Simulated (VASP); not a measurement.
A run of VASP 6.6.1 is set up as follows.

File INCAR:

```
ALGO = Normal
EDIFF = 1E-7
ENCUT = 520
ISIF = 2
ISMEAR = 1
LASPH = T
LCHARG = F
LREAL = F
LWAVE = F
NBANDS = 16
NELM = 60
PREC = Accurate
SIGMA = 0.15
```

KPOINTS

```
k-points
0
Gamma
  8 8 5
```

Contents of POSCAR:

```
Ir
1.0
    2.7513800000      0.0000000000      0.0000000000
   -1.3756900000      2.3827600000      0.0000000000
    0.0000000000      0.0000000000      4.4622900000
Ir
2
Direct
    0.6752900000      0.3420400000      0.7591856029
    0.3517200000      0.6776500000      0.2507600000
```

Potentials or basis: VASP PAW LDA potentials, release 64 (Ir).

Command:

```bash
$ cat potpaw_LDA.64/Ir/POTCAR > POTCAR
$ mpirun -np 1 vasp_std > vasp.out
```

Predict the band gap on the k mesh.

zero (band 9 reaches 10.79 eV, above the bottom of band 10 at 7.71 eV).

Estimate the pressure.

-14.8 GPa.

Stress tensor (GPa, compression positive):
```
-14.35  -0.08  -0.17
 -0.08 -14.38  -0.04
 -0.17  -0.04 -15.64
```

Caveat: spin-orbit coupling is left out, which moves the levels of the heavy elements.
